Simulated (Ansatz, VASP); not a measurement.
## One calculation of CdS, two programs

POSCAR

```
CdS
1.0
    0.0609886882      2.9392138876      2.9392138876
    2.9392138876      0.0609886882      2.9392138876
    3.0002025758      3.0002025758      0.0000000000
Cd S
1 1
Direct
    0.0045856461      0.0045856461     -0.0045856461
    0.2454143539      0.2454143539      0.2545856461
```

The input INCAR.step1:

```
SYSTEM = CdS
PREC     = Accurate       ! precision mode
ENCUT    = 520            ! plane-wave cutoff, eV
ISMEAR   = 0              ! smearing method
SIGMA    = 0.01           ! smearing width, eV
LREAL    = .False.        ! projectors in reciprocal space
LASPH    = .True.         ! aspherical terms in the spheres
NELM     = 100            ! most SCF steps
NBANDS   = 16             ! bands
GGA      = PE             ! functional
ALGO     = Normal         ! electronic algorithm
EDIFF    = 1E-4           ! SCF threshold, eV
LWAVE    = .True.         ! write WAVECAR
LCHARG   = .False.        ! write CHGCAR
```

INCAR.step2

```
SYSTEM = CdS
PREC     = Accurate       ! precision mode
ENCUT    = 520            ! plane-wave cutoff, eV
EDIFF    = 1E-7           ! SCF threshold, eV
ISMEAR   = 0              ! smearing method
SIGMA    = 0.01           ! smearing width, eV
LREAL    = .False.        ! projectors in reciprocal space
LASPH    = .True.         ! aspherical terms in the spheres
NELM     = 100            ! most SCF steps
ALGO     = Normal         ! electronic algorithm
ISIF     = 2              ! what is computed and relaxed
LWAVE    = .False.        ! write WAVECAR
LCHARG   = .True.         ! write CHGCAR
METAGGA  = R2SCAN         ! meta-GGA
LMIXTAU  = .True.       
LELF     = .True.         ! ELF
LVHAR    = .True.       
NBANDS   = 16             ! bands
ISTART   = 1
```

File KPOINTS:

```
Automatic mesh
0
Gamma
  8 8 8
  0 0 0
```

Input for Ansatz:

```yaml
crystal:
  lattice:
    - [0.0609886882, 2.9392138876, 2.9392138876]
    - [2.9392138876, 0.0609886882, 2.9392138876]
    - [3.0002025758, 3.0002025758, 0.0]
  atoms:
    - { symbol: Cd, position: [0.0045856461, 0.0045856461, -0.0045856461] }
    - { symbol: S, position: [0.2454143539, 0.2454143539, 0.2545856461] }
kpoints:
  mp_grid: { grid: [8, 8, 8] }
  band_path:
    path:
      - [0.0, 0.0, 0.0]
      - [-0.5, -0.5, 0.0]
      - [-0.375, -0.375, 0.25]
      - [-0.375, 0.0, 0.375]
      - [0.0, 0.0, 0.5]
      - [-0.5, -0.25, 0.25]
    npoints: 1
hamiltonian:
  xc: r2scan
scf:
  occupations: { method: fixed }
  n_extra_bands: 4
output:
  forces: true
  stress: true
  eigenvalues: true
```

Change from the starting cell: shear_xy strain +4.2%.

Alike in both runs: task single point; functional r2SCAN; k mesh 8 × 8 × 8; no spin polarisation.

|  | VASP | Ansatz |
| --- | --- | --- |
| version | VASP 6.6.1 | Ansatz 0.2.0 |
| potentials or method | VASP PAW PBE potentials, release 64 (Cd, S) | plane waves, PAW |
| plane-wave cutoff (eV) | 520 | 500 |
| occupations | gaussian, width 0.01 eV | fixed |
| valence electrons in the cell | 18 | 26 |

Ansatz gave:

* gap on the k mesh at the Fermi level (eV): 1.45
* pressure (GPa): 0.0
* traceless stress, the component that is largest in VASP (GPa): -1.08

**Question.** What did VASP give for the same quantities?

**Answer.** gap on the k mesh at the Fermi level (eV): 1.44; pressure (GPa): 0.3; traceless stress, the component that is largest in VASP (GPa): -1.09.

VASP's potentials were made for PBE, not for r2SCAN. VASP's potentials hold 18 valence electrons a cell and Ansatz's 26, so a difference there can come from the potentials and not from the codes.
